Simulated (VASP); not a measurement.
# C (P6_3/mmc) in VASP: a series of runs

The runs below take C through single point, with PBE+D3(BJ).

Program: VASP 6.6.1. These are calculated values, not measurements. Logs are shortened: lines on timing, memory, paths and dates and some standing lists are left out, and cuts for length are marked.

**1. The cell of the first run**

It takes space group P6_3/mmc (No. 194, hexagonal). The conventional cell has a = 2.366 Å, b = 2.366 Å, c = 6.199 Å, α = 90.00°, β = 90.00°, γ = 120.00°. Within 1.8 Å of C (site symmetry -6m2) lie 3 C at 1.37 Å. Within 1.8 Å of C (site symmetry -6m2) lie 3 C at 1.37 Å.

**2. Single point, PBE+D3(BJ) (strain -0.040 along x and y, -0.080 along z)**

Input file INCAR:

```
SYSTEM = C
PREC     = Accurate       ! precision mode
ENCUT    = 520            ! plane-wave cutoff, eV
EDIFF    = 1E-6           ! SCF threshold, eV
ISMEAR   = 0              ! smearing method
SIGMA    = 0.15           ! smearing width, eV
LREAL    = .False.        ! projectors in reciprocal space
LASPH    = .True.         ! aspherical terms in the spheres
NELM     = 80             ! most SCF steps
ALGO     = Normal         ! electronic algorithm
ISIF     = 2              ! what is computed and relaxed
LWAVE    = .False.        ! write WAVECAR
LCHARG   = .False.        ! write CHGCAR
GGA      = PE             ! functional
IVDW     = 12             ! dispersion correction
NBANDS   = 16             ! bands
```

Input file KPOINTS:

```
regular mesh
0
Gamma
  24 24 8
  0 0 0
```

Input file POSCAR:

```
C
1.0
    2.3663804789      0.0000000000      0.0000000000
   -1.1831902394      2.0493456097      0.0000000000
    0.0000000000      0.0000000000      6.1993580202
C
4
Direct
    0.0000000000      0.0000000000      0.0025000000
    0.0000000000      0.0000000000      0.5025000000
    0.3333333333      0.6666666667      0.0025000000
    0.6666666667      0.3333333333      0.5025000000
```

Potentials or basis: VASP PAW PBE potentials, release 64 (C).

Command:

```bash
> cat potpaw_PBE.64/C/POTCAR > POTCAR
> mpirun -np 1 vasp_std > vasp.out
```

OUTCAR:

```text
SYSTEM = C
   PREC = Accurate
   ENCUT = 520
   EDIFF = 1E-6
   ISMEAR = 0
   LREAL = .False.
   LASPH = .True.
   NELM = 80
   ISIF = 2
   GGA = PE
   IVDW = 12
 IVDW          = 12

 ion  position               nearest neighbor table
   1  0.000  0.000  0.002-   3 1.37   3 1.37   3 1.37
   2  0.000  0.000  0.502-   4 1.37   4 1.37   4 1.37
   3  0.333  0.667  0.002-   1 1.37   1 1.37   1 1.37
   4  0.667  0.333  0.502-   2 1.37   2 1.37   2 1.37

  LATTYP: Found a hexagonal cell.
 ALAT       =     2.3663804789
 C/A-ratio  =     2.6197638442

  Lattice vectors:

 A1 = (   2.3663804789,   0.0000000000,   0.0000000000)
 A2 = (  -1.1831902394,   2.0493456097,   0.0000000000)
 A3 = (   0.0000000000,   0.0000000000,   6.1993580202)

Analysis of symmetry for initial positions (statically):
=====================================================================
 Subroutine PRICEL returns:
 Original cell was already a primitive cell.

 Routine SETGRP: Setting up the symmetry group for a
 hexagonal supercell.

 Subroutine GETGRP returns: Found 24 space group operations
 (whereof  6 operations were pure point group operations)
 out of a pool of 24 trial point group operations.

The static configuration has the point symmetry C_3v.
 The point group associated with its full space group is D_6h.

Analysis of symmetry for dynamics (positions and initial velocities):
=====================================================================
 Subroutine PRICEL returns:
 Original cell was already a primitive cell.

 Routine SETGRP: Setting up the symmetry group for a
 hexagonal supercell.

 Subroutine GETGRP returns: Found 24 space group operations
 (whereof  6 operations were pure point group operations)
 out of a pool of 24 trial point group operations.

The dynamic configuration has the point symmetry C_3v.
 The point group associated with its full space group is D_6h.

 Subroutine INISYM returns: Found 24 space group operations
 (whereof  6 operations are pure point group operations),
 and found     1 'primitive' translations

----------------------------------------------------------------------------------------

                                     Primitive cell

  volume of cell :      30.0640

  direct lattice vectors                    reciprocal lattice vectors
     2.366380479  0.000000000  0.000000000     0.422586312  0.243980321  0.000000000
    -1.183190239  2.049345610  0.000000000     0.000000000  0.487960642  0.000000000
     0.000000000  0.000000000  6.199358020     0.000000000  0.000000000  0.161307025

[... 92 lines left out ...]
   NFREE  =      0    steps in history (QN), initial steepest desc. (CG)
   ISIF   =      2    stress and relaxation
   ISYM   =      2    0-nonsym 1-usesym 2-fastsym
   POTIM  = 0.5000    time-step for ionic-motion
   TEBEG  =    0.0;   TEEND  =   0.0 temperature during run
   PSTRESS=    0.0 pullay stress
   NELECT =      16.0000    total number of electrons
   NUPDOWN=      -1.0000    fix difference up-down
   EMIN   =  10.00;   EMAX   =-10.00  energy-range for DOS
   EFERMI =   0.00;   METHOD = LEGACY
   ISMEAR =     0;   SIGMA  =   0.15  broadening in eV -4-tet -1-fermi 0-gaus
   EFERMI_NEDOS =   21; number of points for ismear=-14 and -15
   IALGO  =     38    algorithm
   IMIX   =      4    mixing-type and parameters
     AMIX     =   0.40;   BMIX     =  1.00
     AMIX_MAG =   1.60;   BMIX_MAG =  1.00
  volume/ion in A,a.u.               =       7.52        50.72
  Fermi-wavevector in a.u.,A,eV,Ry     =   1.326679  2.507061 23.947319  1.760078
  Thomas-Fermi vector in A             =   2.456048
   LORBIT       =      0    0 simple, 1 ext, 2 COOP (PROOUT), +10 PAW based schemes
   GGA     = PE    functional components
   LHFCALC =     F    Hartree Fock is set to
   AEXX    =    0.0000 exact exchange contribution
   IVDW    =    12    specifies the selected vdW correction
   LEPSILON=     F    determine dielectric tensor
   LRPA    =     F    only Hartree local field effects (RPA)
 non-spin polarized calculation
 Gauss-broadening in eV      SIGMA  =   0.15
  energy-cutoff  :      520.00
  volume of cell :       30.06
 maximum number of plane-waves:       843
 NGX is ok and might be reduce to    18
   NGX =  9   NGY =  9   NGZ = 23

 number of electron      16.0000005 magnetization

 Free energy of the ion-electron system (eV)
  ---------------------------------------------------
  ext. energy  EPLUGINS =         0.00000000
  ---------------------------------------------------
  free energy    TOTEN  =       -36.24889601 eV

  energy without entropy =      -36.24824490  energy(sigma->0) =      -36.24857046

 E-fermi :   6.1668     XC(G=0): -11.1356

 val. band max:        6.1659228999   @ k =   0.3333   0.3333   0.2500
 cond. band min:       6.1700734102   @ k =   0.3333   0.3333   0.5000
 fundamental gap:      0.0041505103
 Fermi energy:         6.1668216514

 k-point     1 :       0.0000    0.0000    0.0000
  band No.  band energies     occupation
      1     -14.5616      2.00000
      2     -14.0484      2.00000
      3      -3.5285      2.00000
      4      -0.7455      2.00000
      5       3.2547      2.00000
      6       3.2547      2.00000
[... 433 lines left out ...]
      3      -7.6544      2.00000
      4      -7.3756      2.00000
      5      -0.7030      2.00000
      6      -0.6004      2.00000
[... 8 lines left out ...]
     15      21.6981      0.00000
     16      22.4852      0.00000

 [... further k-points ...]

------------------------ aborting loop because EDIFF is reached ----------------------------------------

 Edisp (eV)   -0.65477

 E8    (eV) :    -0.1874

  FORCE on cell =-STRESS in cart. coord.  units (eV):
  Direction    XX          YY          ZZ          XY          YZ          ZX
  --------------------------------------------------------------------------------------
  -------------------------------------------------------------------------------------
  Total      13.15792    13.15792     0.87599     0.00000     0.00000     0.00000
  in kB     701.21530   701.21530    46.68346     0.00000     0.00000     0.00000
  external pressure =      483.04 kB  Pullay stress =        0.00 kB

 VOLUME and BASIS-vectors are now :
 -----------------------------------------------------------------------------
  energy-cutoff  :      520.00
  volume of cell :       30.06
      direct lattice vectors                 reciprocal lattice vectors
     2.366380479  0.000000000  0.000000000     0.422586312  0.243980321  0.000000000
    -1.183190239  2.049345610  0.000000000     0.000000000  0.487960642  0.000000000
     0.000000000  0.000000000  6.199358020     0.000000000  0.000000000  0.161307025

 POSITION                                       TOTAL-FORCE (eV/Angst)
 -----------------------------------------------------------------------------------
      0.00000      0.00000      0.01550         0.000000     -0.000000      0.000000
      0.00000      0.00000      3.11518        -0.000000     -0.000000     -0.000000
     -0.00000      1.36623      0.01550        -0.000000      0.000000      0.000000
      1.18319      0.68312      3.11518         0.000000     -0.000000      0.000000
 -----------------------------------------------------------------------------------
    total drift:                                0.000000      0.000000     -0.000008

  FREE ENERGIE OF THE ION-ELECTRON SYSTEM (eV)
  ---------------------------------------------------
  free  energy   TOTEN  =       -36.9036669013 eV

  energy  without entropy=      -36.9030157875  energy(sigma->0) =      -36.90334134
```

stdout:

```text
POSCAR found type information on POSCAR C
 POSCAR found :  1 types and       4 ions
 scaLAPACK will be used
 LDA part: xc-table for (Slater+PW92), standard interpolation
 POSCAR, INCAR and KPOINTS ok, starting setup
 FFT: planning ... GRIDC
 FFT: planning ... GRID_SOFT
 FFT: planning ... GRID
 WAVECAR not read
 entering main loop
```

Run time: 48 s. Hardware: 1 thread of Intel Xeon 6975P-C (Granite Rapids), shared host; peak memory 0.23 GiB.

What came out:

```yaml
Free_energy: -36.9037 eV
Pressure: 48.3 GPa
Band_gap_on_the_k_mesh: zero (band 8 reaches 6.19 eV, above the bottom of band 9 at 6.13 eV)
Dispersion_energy_per_atom: -0.164 eV
```

Levels at points of the mesh, in eV from the Fermi level:
```
           k point  band 5  band 6  band 7  band 8  band 9  band 10  band 11  band 12
(0.00, 0.00, 0.00)   -2.91   -2.91   -2.88   -2.88    4.58     9.18     9.18     9.27
(0.50, 0.00, 0.00)   -6.73   -6.64   -3.21   -2.24    1.61     2.54     8.35     9.03
(0.00, 0.00, 0.50)   -2.90   -2.90   -2.90   -2.90    7.90     7.90     9.22     9.22
(0.50, 0.00, 0.50)   -6.69   -6.69   -2.59   -2.59    1.71     1.71     8.67     8.67
```

Caveat: the cell differs from its parent crystal (strain -0.040 along x and y, -0.080 along z); pairwise dispersion overbinds metals, which lowers pressure and volume.

**3. Single point, PBE+D3(BJ) (strain -0.080 along x and y, +0.040 along z)**

Input file INCAR:

```
PREC = Accurate
ENCUT = 520
EDIFF = 1E-6
ISMEAR = 0
SIGMA = 0.15
LREAL = F
LASPH = T
NELM = 100
ALGO = Normal
ISIF = 2
LWAVE = F
LCHARG = T
GGA = PE
IVDW = 12
LELF = T
LVHAR = T
NBANDS = 16
```

Input file KPOINTS:

```
Automatic mesh
0
Gamma
  24 24 8
```

Input file POSCAR:

```
C
1.0
    2.2677812922      0.0000000000      0.0000000000
   -1.1338906461      1.9639562093      0.0000000000
    0.0000000000      0.0000000000      7.0079699359
C
4
Direct
    0.0000000000      0.0000000000      0.0025000000
    0.0000000000      0.0000000000      0.5025000000
    0.3333333333      0.6666666667      0.0025000000
    0.6666666667      0.3333333333      0.5025000000
```

Potentials or basis: VASP PAW PBE potentials, release 64 (C).

Command:

```bash
> cat potpaw_PBE.64/C/POTCAR > POTCAR
> mpirun -np 1 vasp_std > vasp.out
```

Run time: 58 s. Hardware: 1 thread of Intel Xeon 6975P-C (Granite Rapids), shared host; peak memory 0.23 GiB.

Results (log left out):

| Item | Value |
| --- | --- |
| Free energy | -35.2026 eV |
| Pressure | 93.8 GPa |
| Band gap on the k mesh | zero (band 8 reaches 5.87 eV, above the bottom of band 9 at 5.86 eV) |
| Dispersion energy per atom | -0.135 eV |

Stress tensor (GPa, compression positive):
```
141.56   0.00   0.00
  0.00 141.56   0.00
  0.00   0.00  -1.59
```

Levels at points of the mesh, in eV from the Fermi level:
```csv
k point,band 6,band 7,band 8,band 9,band 10,band 11
"(0.00, 0.00, 0.00)",-2.83,-2.82,-2.82,2.93,8.59,10.11
"(0.50, 0.00, 0.00)",-7.07,-3.15,-2.68,1.53,2.15,9.91
"(0.00, 0.00, 0.50)",-2.82,-2.82,-2.82,5.20,5.20,10.13
"(0.50, 0.00, 0.50)",-7.08,-2.89,-2.89,1.73,1.73,10.04
```

Caveat: the cell differs from its parent crystal (strain -0.080 along x and y, +0.040 along z); pairwise dispersion overbinds metals, which lowers pressure and volume.
